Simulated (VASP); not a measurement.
# KTaO3 (Pm-3m) in VASP: a series of runs, part 2 of 2

VASP 6.6.1. Earlier steps stand in the parts before.

## Step 3: Single point, PBEsol

File INCAR:

```
SYSTEM = KTaO3
  PREC = Accurate
  ENCUT = 520
  EDIFF = 1E-6
  ISMEAR = 0
  SIGMA = 0.02
  LREAL = .FALSE.
  LASPH = .TRUE.
  NELM = 60
  ALGO = Normal
  ISIF = 2
  LWAVE = .FALSE.
  LCHARG = .FALSE.
  GGA = PS
  NBANDS = 27
```

File KPOINTS:

```
regular mesh
0
G
  8 8 8
  0 0 0
```

File POSCAR:

```
KTaO3
1.0
    3.7989023024      0.0000000000      0.0000000000
    0.0000000000      3.7989023024      0.0000000000
    0.0000000000      0.0000000000      3.7989023024
K Ta O
1 1 3
Direct
    0.5000000000      0.5000000000      0.5000000000
    0.0000000000      0.0000000000      0.0000000000
    0.0000000000      0.5000000000      0.0000000000
    0.0000000000      0.0000000000      0.5000000000
    0.5000000000      0.0000000000      0.0000000000
```

Potentials or basis: VASP PAW PBE potentials, release 64 (K_sv, Ta_pv, O).

Command:

```sh
$ cat potpaw_PBE.64/K_sv/POTCAR potpaw_PBE.64/Ta_pv/POTCAR potpaw_PBE.64/O/POTCAR > POTCAR
$ mpirun -np 1 vasp_std > vasp.out
```

OUTCAR:

```text
SYSTEM = KTaO3
   PREC = Accurate
   ENCUT = 520
   EDIFF = 1E-6
   ISMEAR = 0
   LREAL = .FALSE.
   LASPH = .TRUE.
   NELM = 60
   ISIF = 2
   GGA = PS

 ion  position               nearest neighbor table
   1  0.500  0.500  0.500-   3 2.69   4 2.69   5 2.69   3 2.69   5 2.69   4 2.69   5 2.69   5 2.69
                             3 2.69   4 2.69   3 2.69   4 2.69   2 3.29   2 3.29   2 3.29   2 3.29
   2  0.000  0.000  0.000-   3 1.90   4 1.90   5 1.90   4 1.90   3 1.90   5 1.90   1 3.29   1 3.29
                             1 3.29   1 3.29   1 3.29   1 3.29   1 3.29   1 3.29
   3  0.000  0.500  0.000-   2 1.90   2 1.90   1 2.69   1 2.69   1 2.69   1 2.69
   4  0.000  0.000  0.500-   2 1.90   2 1.90   1 2.69   1 2.69   1 2.69   1 2.69
   5  0.500  0.000  0.000-   2 1.90   2 1.90   1 2.69   1 2.69   1 2.69   1 2.69

  LATTYP: Found a simple cubic cell.
 ALAT       =     3.7989023024

  Lattice vectors:

 A1 = (   3.7989023024,   0.0000000000,   0.0000000000)
 A2 = (   0.0000000000,   3.7989023024,   0.0000000000)
 A3 = (   0.0000000000,   0.0000000000,   3.7989023024)

Analysis of symmetry for initial positions (statically):
=====================================================================
 Subroutine PRICEL returns:
 Original cell was already a primitive cell.

 Routine SETGRP: Setting up the symmetry group for a
 simple cubic supercell.

 Subroutine GETGRP returns: Found 48 space group operations
 (whereof 48 operations were pure point group operations)
 out of a pool of 48 trial point group operations.

The static configuration has the point symmetry O_h .

Analysis of symmetry for dynamics (positions and initial velocities):
=====================================================================
 Subroutine PRICEL returns:
 Original cell was already a primitive cell.

 Routine SETGRP: Setting up the symmetry group for a
 simple cubic supercell.

 Subroutine GETGRP returns: Found 48 space group operations
 (whereof 48 operations were pure point group operations)
 out of a pool of 48 trial point group operations.

The dynamic configuration has the point symmetry O_h .

 Subroutine INISYM returns: Found 48 space group operations
 (whereof 48 operations are pure point group operations),
 and found     1 'primitive' translations

----------------------------------------------------------------------------------------

                                     Primitive cell

  volume of cell :      54.8245

  direct lattice vectors                    reciprocal lattice vectors
     3.798902302  0.000000000  0.000000000     0.263233935  0.000000000  0.000000000
     0.000000000  3.798902302  0.000000000     0.000000000  0.263233935  0.000000000
     0.000000000  0.000000000  3.798902302     0.000000000  0.000000000  0.263233935

  length of vectors
     3.798902302  3.798902302  3.798902302     0.263233935  0.263233935  0.263233935

  position of ions in fractional coordinates (direct lattice)
     0.500000000  0.500000000  0.500000000
     0.000000000  0.000000000  0.000000000
     0.000000000  0.500000000  0.000000000
     0.000000000  0.000000000  0.500000000
     0.500000000  0.000000000  0.000000000

  ion indices of the primitive-cell ions
   primitive index   ion index
[... 21 lines left out ...]
  Length of vectors
     0.032904242  0.032904242  0.032904242

  Shift w.r.t. Gamma in fractional coordinates (k-lattice)
     0.000000000  0.000000000  0.000000000

 Subroutine IBZKPT returns following result:
 ===========================================

 Found     35 irreducible k-points:

 Following reciprocal coordinates:
            Coordinates               Weight
  0.000000  0.000000  0.000000      1.000000
  0.125000  0.000000  0.000000      6.000000
  0.250000  0.000000  0.000000      6.000000
  0.375000  0.000000  0.000000      6.000000
  0.500000  0.000000  0.000000      3.000000
  0.125000  0.125000  0.000000     12.000000
[... 16 lines left out ...]
  0.375000  0.375000  0.125000     24.000000
  0.500000  0.375000  0.125000     24.000000
 [... further k-points ...]
   k-points           NKPTS =     35   k-points in BZ     NKDIM =     35   number of bands    NBANDS=     27
   number of dos      NEDOS =    301   number of ions     NIONS =      5
   total plane-waves  NPLWV =  21952
   dimension x,y,z NGX =    28 NGY =   28 NGZ =   28
   dimension x,y,z NGXF=    56 NGYF=   56 NGZF=   56
   ions per type =               1   1   3
   NGX,Y,Z   is equivalent  to a cutoff of  12.25, 12.25, 12.25 a.u.
   NGXF,Y,Z  is equivalent  to a cutoff of  24.51, 24.51, 24.51 a.u.
 SYSTEM =  KTaO3
   PREC   = accura    normal or accurate (medium, high low for compatibility)
   ISTART =      0    job   : 0-new  1-cont  2-samecut
   ICHARG =      2    charge: 1-file 2-atom 10-const
   ISPIN  =      1    spin polarized calculation?
   LNONCOLLINEAR =      F non collinear calculations
   LSORBIT =      F    spin-orbit coupling
   LASPH  =      T    aspherical Exc in radial PAW
   ENCUT  =  520.0 eV  38.22 Ry    6.18 a.u.   7.06  7.06  7.06*2*pi/ulx,y,z
   NELM   =     60;   NELMIN=  2; NELMDL= -5     # of ELM steps
   EDIFF  = 0.1E-05   stopping-criterion for ELM
   LREAL  =      F    real-space projection
   EDIFFG = 0.1E-04   stopping-criterion for IOM
   NSW    =      0    number of steps for IOM
   IBRION =     -1    ionic relax: 0-MD 1-quasi-New 2-CG
   NFREE  =      0    steps in history (QN), initial steepest desc. (CG)
   ISIF   =      2    stress and relaxation
   ISYM   =      2    0-nonsym 1-usesym 2-fastsym
   POTIM  = 0.5000    time-step for ionic-motion
   TEBEG  =    0.0;   TEEND  =   0.0 temperature during run
   PSTRESS=    0.0 pullay stress
   NELECT =      38.0000    total number of electrons
   NUPDOWN=      -1.0000    fix difference up-down
   EMIN   =  10.00;   EMAX   =-10.00  energy-range for DOS
   EFERMI =   0.00;   METHOD = LEGACY
   ISMEAR =     0;   SIGMA  =   0.02  broadening in eV -4-tet -1-fermi 0-gaus
   EFERMI_NEDOS =   21; number of points for ismear=-14 and -15
   IALGO  =     38    algorithm
   IMIX   =      4    mixing-type and parameters
     AMIX     =   0.40;   BMIX     =  1.00
     AMIX_MAG =   1.60;   BMIX_MAG =  1.00
  volume/ion in A,a.u.               =      10.96        73.99
  Fermi-wavevector in a.u.,A,eV,Ry     =   1.448809  2.737853 28.559289  2.099049
  Thomas-Fermi vector in A             =   2.566608
   LORBIT       =      0    0 simple, 1 ext, 2 COOP (PROOUT), +10 PAW based schemes
   GGA     = PS    functional components
   LHFCALC =     F    Hartree Fock is set to
   AEXX    =    0.0000 exact exchange contribution
   IVDW    =     0    specifies the selected vdW correction
   LEPSILON=     F    determine dielectric tensor
   LRPA    =     F    only Hartree local field effects (RPA)
 non-spin polarized calculation
 Gauss-broadening in eV      SIGMA  =   0.02
  energy-cutoff  :      520.00
  volume of cell :       54.82
 maximum number of plane-waves:      1498
   NGX = 15   NGY = 15   NGZ = 15

 number of electron      37.9999985 magnetization

 Free energy of the ion-electron system (eV)
  ---------------------------------------------------
  ext. energy  EPLUGINS =         0.00000000
  ---------------------------------------------------
  free energy    TOTEN  =       -41.91847539 eV

  energy without entropy =      -41.91847539  energy(sigma->0) =      -41.91847539

 E-fermi :   2.8279     XC(G=0): -11.9273

 val. band max:        2.7321289131   @ k =   0.5000   0.5000   0.5000
 cond. band min:       5.0846107126   @ k =   0.0000   0.0000   0.0000
 fundamental gap:      2.3524817995
 Fermi energy:         2.8279403514

 k-point     1 :       0.0000    0.0000    0.0000
  band No.  band energies     occupation
      1     -30.7121      2.00000
      2     -30.7121      2.00000
      3     -30.7121      2.00000
      4     -24.3222      2.00000
      5     -15.2863      2.00000
      6     -14.5623      2.00000
[... 709 lines left out ...]
     26      14.0131      0.00000
     27      14.2689      0.00000

 [... further k-points ...]
[... 5 lines left out ...]
  --------------------------------------------------------------------------------------
  -------------------------------------------------------------------------------------
  Total       14.2733034     14.2733034     14.2733034      0.0000000      0.0000000     -0.0000000
  in kB      417.1197037    417.1197037    417.1197037      0.0000000      0.0000000     -0.0000000
  external PRESSURE =     417.1197037 kB  Pullay stress =       0.0000000 kB

 VOLUME and BASIS-vectors are now :
 -----------------------------------------------------------------------------
  energy-cutoff  :      520.00
  volume of cell :       54.82
      direct lattice vectors                 reciprocal lattice vectors
     3.798902302  0.000000000  0.000000000     0.263233935  0.000000000  0.000000000
     0.000000000  3.798902302  0.000000000     0.000000000  0.263233935  0.000000000
     0.000000000  0.000000000  3.798902302     0.000000000  0.000000000  0.263233935

 POSITION                                       TOTAL-FORCE (eV/Angst)
 -----------------------------------------------------------------------------------
      1.89945      1.89945      1.89945         0.000000      0.000000      0.000000
      0.00000      0.00000      0.00000         0.000000      0.000000      0.000000
      0.00000      1.89945      0.00000         0.000000      0.000000      0.000000
      0.00000      0.00000      1.89945         0.000000      0.000000      0.000000
      1.89945      0.00000      0.00000         0.000000      0.000000      0.000000
 -----------------------------------------------------------------------------------
    total drift:                                0.000000      0.000000     -0.000000

  FREE ENERGIE OF THE ION-ELECTRON SYSTEM (eV)
  ---------------------------------------------------
  free  energy   TOTEN  =       -41.9184753908 eV

  energy  without entropy=      -41.9184753908  energy(sigma->0) =      -41.91847539
```

OSZICAR:

```text
N       E                     dE             d eps       ncg     rms          rms(c)
DAV:   1     0.327081017146E+03    0.32708E+03   -0.21038E+04  1890   0.145E+03
DAV:   2    -0.295768417627E+02   -0.35666E+03   -0.34465E+03  2184   0.415E+02
DAV:   3    -0.486084242749E+02   -0.19032E+02   -0.18928E+02  2472   0.936E+01
DAV:   4    -0.494054241572E+02   -0.79700E+00   -0.79531E+00  3257   0.119E+01
DAV:   5    -0.494094863833E+02   -0.40622E-02   -0.40619E-02  2448   0.827E-01    0.455E+01
DAV:   6    -0.420753627189E+02    0.73341E+01   -0.28391E+01  2320   0.400E+01    0.188E+01
DAV:   7    -0.419804898930E+02    0.94873E-01   -0.12777E+00  2447   0.750E+00    0.118E+01
DAV:   8    -0.419277351371E+02    0.52755E-01   -0.21865E-01  2165   0.370E+00    0.253E+00
DAV:   9    -0.419184710322E+02    0.92641E-02   -0.35328E-02  2531   0.119E+00    0.162E-01
DAV:  10    -0.419184441346E+02    0.26898E-04   -0.23862E-03  2516   0.363E-01    0.778E-02
DAV:  11    -0.419184731210E+02   -0.28986E-04   -0.26774E-04  2684   0.109E-01    0.315E-02
DAV:  12    -0.419184758020E+02   -0.26809E-05   -0.60094E-05  2327   0.513E-02    0.110E-02
DAV:  13    -0.419184753908E+02    0.41111E-06   -0.49064E-06  2506   0.179E-02
   1 F= -.41918475E+02 E0= -.41918475E+02  d E =-.733406E-14
```

stdout:

```text
POSCAR found type information on POSCAR K TaO
 POSCAR found :  3 types and       5 ions
 scaLAPACK will be used
 -----------------------------------------------------------------------------
|                                                                             |
|                                                                             |
|     You enforced a specific xc type in the INCAR file but a different       |
|     I HOPE YOU KNOW WHAT YOU ARE DOING!                                     |
|                                                                             |
 -----------------------------------------------------------------------------

 LDA part: xc-table for (Slater+PW92), standard interpolation
 POSCAR, INCAR and KPOINTS ok, starting setup
 FFT: planning ... GRIDC
 FFT: planning ... GRID_SOFT
 FFT: planning ... GRID
 WAVECAR not read
 entering main loop
```

Run time: 48 s. Hardware: 1 thread of Intel Xeon 6975P-C (Granite Rapids), shared host; peak memory 0.18 GiB.

Results:

```yaml
Free_energy: -41.9185 eV
Pressure: 41.7 GPa
Band_gap_on_the_k_mesh: 2.35 eV (least direct gap 2.83 eV)
```

Caveat: the cell stands under pressure; the PAW data sets were made with another functional, which shifts forces and pressure a little; spin-orbit coupling is left out, which moves the levels of the heavy elements.

## Step 4: Single point, PBEsol

This run uses another cell than the first one, of 11.66 Å³/atom.

File INCAR:

```
SYSTEM = KTaO3
ALGO     = Normal         ! electronic algorithm
EDIFF    = 1E-6           ! SCF threshold, eV
ENCUT    = 520            ! plane-wave cutoff, eV
GGA      = PS             ! functional
ISIF     = 2              ! what is computed and relaxed
ISMEAR   = 0              ! smearing method
LASPH    = .TRUE.         ! aspherical terms in the spheres
LCHARG   = .FALSE.        ! write CHGCAR
LREAL    = .FALSE.        ! projectors in reciprocal space
LWAVE    = .FALSE.        ! write WAVECAR
NBANDS   = 27             ! bands
NELM     = 60             ! most SCF steps
PREC     = Accurate       ! precision mode
SIGMA    = 0.02           ! smearing width, eV
```

File KPOINTS:

```
k-points
0
G
  8 8 8
  0 0 0
```

Edit POSCAR of step 3 so:

```diff
@@ -2,5 +2,5 @@
 1.0
-    3.7989023024      0.0000000000      0.0000000000
-    0.0000000000      3.7989023024      0.0000000000
-    0.0000000000      0.0000000000      3.7989023024
+    3.8775637412      0.0000000000      0.0000000000
+    0.0000000000      3.8775637412      0.0000000000
+    0.0000000000      0.0000000000      3.8775637412
 K Ta O
```

Command:

```sh
$ cat potpaw_PBE.64/K_sv/POTCAR potpaw_PBE.64/Ta_pv/POTCAR potpaw_PBE.64/O/POTCAR > POTCAR
$ mpirun -np 1 vasp_std > vasp.out
```

Run time: 60 s. Hardware: 1 thread of Intel Xeon 6975P-C (Granite Rapids), shared host; peak memory 0.2 GiB.

The run converged. Its results:

```
Free energy            : -42.5948 eV
Pressure               : 21.2 GPa
Band gap on the k mesh : 2.25 eV (least direct gap 2.81 eV)
```

Levels at points of the mesh, in eV from the valence-band top:
```
           k point  band 17  band 18  band 19  band 20  band 21  band 22
(0.00, 0.00, 0.00)    -0.56    -0.56    -0.56     2.25     2.25     2.25
(0.50, 0.00, 0.00)    -1.78    -0.81    -0.81     2.46     5.56     5.56
(0.50, 0.50, 0.00)    -1.55    -1.46    -0.05     5.61     5.61     7.03
(0.50, 0.50, 0.50)     0.00     0.00     0.00     7.24     7.24     7.24
```

Caveat: the cell stands under pressure; the PAW data sets were made with another functional, which shifts forces and pressure a little; spin-orbit coupling is left out, which moves the levels of the heavy elements.
